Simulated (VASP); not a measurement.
# H4C3S2 in VASP: further runs, part 2 of 2

VASP 6.6.1. Earlier steps stand in the parts before.

**4. Single point, PBE+D3(BJ)**

INCAR

```
PREC     = Accurate       # precision mode
ENCUT    = 520            # plane-wave cutoff, eV
EDIFF    = 1E-6           # SCF threshold, eV
ISMEAR   = -1             # smearing method
SIGMA    = 0.02           # smearing width, eV
LREAL    = F              # projectors in reciprocal space
LASPH    = T              # aspherical terms in the spheres
NELM     = 120            # most SCF steps
ALGO     = Normal         # electronic algorithm
ISIF     = 2              # what is computed and relaxed
LWAVE    = F              # write WAVECAR
LCHARG   = F              # write CHGCAR
GGA      = PE             # functional
IVDW     = 12             # dispersion correction
NBANDS   = 61             # bands
GGA_COMPAT= F
```

KPOINTS

```
Automatic mesh
0
Gamma
  1 1 1
```

POSCAR

```
H4C3S2
1.0
    8.1733020000      0.0000000000      0.0000000000
    0.0000000000      8.1733020000      0.0000000000
    0.0000000000      0.0000000000      8.1733020000
S C H
6 9 12
Direct
    0.1461955034      0.1988180542     -0.0652367917
   -0.2443198600      0.2210489714     -0.0163091979
    0.2572889146      0.3325094313      0.5125957661
    0.5699777152      0.4535498627      0.6694479171
   -0.0248247281      0.9385680353      0.3692143029
    0.1071292851      0.5846596639      0.2812327258
   -0.0460646138      0.1934224381     -0.0159054443
    0.4139697762      0.3962168534      0.6018008389
    0.0708893419      0.7779230475      0.2867751614
    0.6519519284      0.6614217852      0.2966977116
    0.5214905799      0.7639751963      0.3379539873
    0.9552442819      0.6171679451      0.8473441945
    1.0580179223      0.7103249091      0.7509816718
    0.5340436460      0.8786412150      0.7437385771
    0.4563271980      0.9725812163      0.6373678594
    0.7944769446      0.7085508403      0.2837408920
    0.6216337045      0.5427916404      0.2482350463
    0.5292597777      0.9088003845      0.3399115804
    0.3883864808      0.7477638781      0.3073298894
    0.9252931068      0.6707937624      0.9524302418
    0.8991102984      0.5189946487      0.7673153396
    1.0808116475      0.8483352261      0.7968382913
    1.0749021632      0.6403654239      0.6378327878
    0.6498230458      0.9297099263      0.7845666293
    0.4853118116      0.7762468584      0.8221034779
    0.5225427863      1.0481687817      0.5581465117
    0.3277989728      0.9672223050      0.6304551086
```

Potentials or basis: VASP PAW PBE potentials, release 64 (S, C, H).

On the command line:

```console
$ cat potpaw_PBE.64/S/POTCAR potpaw_PBE.64/C/POTCAR potpaw_PBE.64/H/POTCAR > POTCAR
$ mpirun -np 1 vasp_gam > vasp.out
```

OUTCAR:

```text
PREC = Accurate
   ENCUT = 520
   EDIFF = 1E-6
   ISMEAR = -1
   LREAL = F
   LASPH = T
   NELM = 120
   ISIF = 2
   GGA = PE
   IVDW = 12
 IVDW          = 12

 ion  position               nearest neighbor table
   1  0.146  0.199  0.935-   7 1.62
   2  0.756  0.221  0.984-   7 1.64
   3  0.257  0.333  0.513-   8 1.56
   4  0.570  0.454  0.669-   8 1.47
   5  0.975  0.939  0.369-   9 1.67
   6  0.107  0.585  0.281-   9 1.61
   7  0.954  0.193  0.984-   1 1.62   2 1.64
   8  0.414  0.396  0.602-   4 1.47   3 1.56
   9  0.071  0.778  0.287-   6 1.61   5 1.67
  10  0.652  0.661  0.297-  17 1.08  16 1.23  11 1.40
  11  0.521  0.764  0.338-  19 1.12  18 1.19  10 1.40
  12  0.955  0.617  0.847-  20 0.99  21 1.13  13 1.38
  13  0.058  0.710  0.751-  23 1.10  22 1.20  12 1.38
  14  0.534  0.879  0.744-  24 1.09  25 1.13  15 1.32
  15  0.456  0.973  0.637-  26 1.05  27 1.05  14 1.32
  16  0.794  0.709  0.284-  10 1.23
  17  0.622  0.543  0.248-  10 1.08
  18  0.529  0.909  0.340-  11 1.19
  19  0.388  0.748  0.307-  11 1.12
  20  0.925  0.671  0.952-  12 0.99
  21  0.899  0.519  0.767-  12 1.13
  22  0.081  0.848  0.797-  13 1.20
  23  0.075  0.640  0.638-  13 1.10
  24  0.650  0.930  0.785-  14 1.09
  25  0.485  0.776  0.822-  14 1.13
  26  0.523  0.048  0.558-  15 1.05
  27  0.328  0.967  0.630-  15 1.05

  LATTYP: Found a simple cubic cell.
 ALAT       =     8.1733020000

  Lattice vectors:

 A1 = (   8.1733020000,   0.0000000000,   0.0000000000)
 A2 = (   0.0000000000,   8.1733020000,   0.0000000000)
 A3 = (   0.0000000000,   0.0000000000,   8.1733020000)

Analysis of symmetry for initial positions (statically):
=====================================================================
 Subroutine PRICEL returns:
[... 168 lines left out ...]
     AMIX     =   0.40;   BMIX     =  1.00
     AMIX_MAG =   1.60;   BMIX_MAG =  1.00
  volume/ion in A,a.u.               =      20.22       136.47
  Fermi-wavevector in a.u.,A,eV,Ry     =   0.877210  1.657687 10.469654  0.769498
  Thomas-Fermi vector in A             =   1.997127
   LORBIT       =      0    0 simple, 1 ext, 2 COOP (PROOUT), +10 PAW based schemes
   GGA     = PE    functional components
   LHFCALC =     F    Hartree Fock is set to
   AEXX    =    0.0000 exact exchange contribution
   IVDW    =    12    specifies the selected vdW correction
   LEPSILON=     F    determine dielectric tensor
   LRPA    =     F    only Hartree local field effects (RPA)
 non-spin polarized calculation
  energy-cutoff  :      520.00
  volume of cell :      546.00
 maximum number of plane-waves:      7386
 NGX is ok and might be reduce to    64
   NGX = 31   NGY = 31   NGZ = 31

 number of electron      83.9999998 magnetization

 Free energy of the ion-electron system (eV)
  ---------------------------------------------------
  ext. energy  EPLUGINS =         0.00000000
  ---------------------------------------------------
  free energy    TOTEN  =      -141.72110741 eV

  energy without entropy =     -141.72110741  energy(sigma->0) =     -141.72110741

 E-fermi :  -1.6915     XC(G=0):  -6.1666

 val. band max:       -2.1851949952   @ k =   0.0000   0.0000   0.0000
 cond. band min:      -0.2353213463   @ k =   0.0000   0.0000   0.0000
 fundamental gap:      1.9498736488
 Fermi energy:        -1.6915240005

 k-point     1 :       0.0000    0.0000    0.0000
  band No.  band energies     occupation
      1     -18.0568      2.00000
      2     -17.2712      2.00000
      3     -17.1243      2.00000
      4     -15.6307      2.00000
      5     -15.1268      2.00000
      6     -15.0904      2.00000
[... 46 lines left out ...]
     53       2.8633      0.00000
     54       3.3942      0.00000
 [bands above 54 left out]

------------------------ aborting loop because EDIFF is reached ----------------------------------------

 Edisp (eV)   -1.73691

 E8    (eV) :    -0.4996

  FORCE on cell =-STRESS in cart. coord.  units (eV):
  Direction    XX          YY          ZZ          XY          YZ          ZX
  --------------------------------------------------------------------------------------
  -------------------------------------------------------------------------------------
  Total      -8.14028   -13.16586     1.79060     5.77092    -2.29399     5.47127
  in kB     -23.88677   -38.63377     5.25432    16.93412    -6.73147    16.05484
  external pressure =      -19.09 kB  Pullay stress =        0.00 kB

 VOLUME and BASIS-vectors are now :
 -----------------------------------------------------------------------------
  energy-cutoff  :      520.00
  volume of cell :      546.00
      direct lattice vectors                 reciprocal lattice vectors
     8.173302000  0.000000000  0.000000000     0.122349572  0.000000000  0.000000000
     0.000000000  8.173302000  0.000000000     0.000000000  0.122349572  0.000000000
     0.000000000  0.000000000  8.173302000     0.000000000  0.000000000  0.122349572

 POSITION                                       TOTAL-FORCE (eV/Angst)
 -----------------------------------------------------------------------------------
      1.19490      1.62500      7.64010        -2.609213     -0.410239      1.126604
      6.17640      1.80670      8.04000         3.074104     -0.774275      0.519003
      2.10290      2.71770      4.18960        -0.186938     -0.240242      0.195912
      4.65860      3.70700      5.47160         4.278449      1.694265      2.146623
      7.97040      7.67120      3.01770         2.162046     -2.202605     -1.922221
      0.87560      4.77860      2.29860         0.075120      2.319185     -0.854948
[... 19 lines left out ...]
      4.27090      0.39370      4.56190         0.674484      1.533669     -0.559518
      2.67920      7.90540      5.15290        -1.415860     -0.333895     -0.878751
 -----------------------------------------------------------------------------------
    total drift:                               -0.000919      0.000599     -0.000506

  FREE ENERGIE OF THE ION-ELECTRON SYSTEM (eV)
  ---------------------------------------------------
  free  energy   TOTEN  =      -143.4580190250 eV

  energy  without entropy=     -143.4580190250  energy(sigma->0) =     -143.45801902
```

OSZICAR:

```text
N       E                     dE             d eps       ncg     rms          rms(c)
DAV:   1     0.626956907611E+03    0.62696E+03   -0.38374E+04   122   0.118E+03
DAV:   2    -0.653633475948E+02   -0.69232E+03   -0.66498E+03   151   0.241E+02
DAV:   3    -0.152905351616E+03   -0.87542E+02   -0.86558E+02   156   0.917E+01
DAV:   4    -0.155849161054E+03   -0.29438E+01   -0.29238E+01   156   0.198E+01
DAV:   5    -0.155916409358E+03   -0.67248E-01   -0.67191E-01   156   0.295E+00    0.380E+01
DAV:   6    -0.143874961007E+03    0.12041E+02   -0.22098E+01   140   0.165E+01    0.190E+01
DAV:   7    -0.141964321994E+03    0.19106E+01   -0.88358E+00   148   0.105E+01    0.926E+00
DAV:   8    -0.141785709559E+03    0.17861E+00   -0.97767E-01   148   0.374E+00    0.298E+00
DAV:   9    -0.141726931866E+03    0.58778E-01   -0.22831E-01   148   0.163E+00    0.101E+00
DAV:  10    -0.141723867494E+03    0.30644E-02   -0.23457E-02   156   0.608E-01    0.545E-01
DAV:  11    -0.141722249998E+03    0.16175E-02   -0.60241E-03   140   0.321E-01    0.203E-01
DAV:  12    -0.141721376074E+03    0.87392E-03   -0.24260E-03   148   0.215E-01    0.779E-02
DAV:  13    -0.141721210151E+03    0.16592E-03   -0.69191E-04   148   0.108E-01    0.615E-02
DAV:  14    -0.141721109258E+03    0.10089E-03   -0.16384E-04   148   0.666E-02    0.253E-02
DAV:  15    -0.141721107663E+03    0.15949E-05   -0.77078E-05   164   0.329E-02    0.148E-02
DAV:  16    -0.141721107414E+03    0.24901E-06   -0.94012E-06   132   0.107E-02
   1 F= -.14345802E+03 E0= -.14345802E+03  d E =-.195787E-10
```

It took 36 s on 1 thread of AMD EPYC 9R45 (Zen 5), shared host; peak memory 0.55 GiB.

What came out:

```
Free energy                : -143.4580 eV
Pressure                   : -1.9 GPa
Largest force              : 6.306 eV/Å
Dispersion energy per atom : -0.064 eV
```

Forces in eV/Å, atoms in the order of the input:
```
S   -2.609 -0.410  1.127
S    3.074 -0.774  0.519
S   -0.187 -0.240  0.196
S    4.278  1.694  2.147
S    2.162 -2.203 -1.922
S    0.075  2.319 -0.855
C   -0.430  1.074 -1.531
C   -4.088 -1.644 -2.257
C   -2.196  0.274  2.600
C   -0.165  3.104  0.129
C    1.469  1.693 -2.350
C    2.107 -0.150 -5.941
C   -1.778  0.370  2.031
C    0.389 -0.066  1.839
C   -0.489 -1.198  0.938
H   -3.151 -1.015  0.576
H    0.138 -0.725  0.139
H    0.749 -2.280  0.507
H    0.862 -1.094  0.586
H   -1.838  0.888  3.857
H    0.303  0.212  1.906
H    0.410 -2.628 -1.337
H    0.873  1.389 -0.525
H    0.876 -0.830 -0.329
H   -0.093  1.038 -0.610
H    0.674  1.534 -0.560
H   -1.416 -0.334 -0.879
```

Stress tensor (GPa, compression positive):
```
-2.39  1.69  1.61
 1.69 -3.86 -0.67
 1.61 -0.67  0.53
```

Levels at points of the mesh, in eV from the Fermi level:
```csv
k point,band 40,band 41,band 42,band 43,band 44,band 45
"(0.00, 0.00, 0.00)",-1.00,-0.82,-0.49,1.46,1.93,2.13
```

Caveat: the k points lie up to 0.77 Å⁻¹ apart; the atoms stand as in a frame of molecular dynamics.

**5. The runs side by side**

```csv
cell,pressure (GPa),largest force (eV/Å)
"as given, atomic positions A",0.0,7.06
"as given, atomic positions B",-1.4,5.33
"as given, atomic positions C",-1.9,6.31
```

Alike in all rows: task single point; level PBE+D3(BJ); potentials or basis VASP PAW PBE potentials, release 64 (S, C, H); no spin polarisation; k mesh 1 × 1 × 1; cutoff (eV) 520; smearing fermi-dirac 0.02 eV.

Caveats: all runs use coarse meshes; the atoms stand as in a frame of molecular dynamics.

Absolute energies hang on the potentials; compare differences alone.
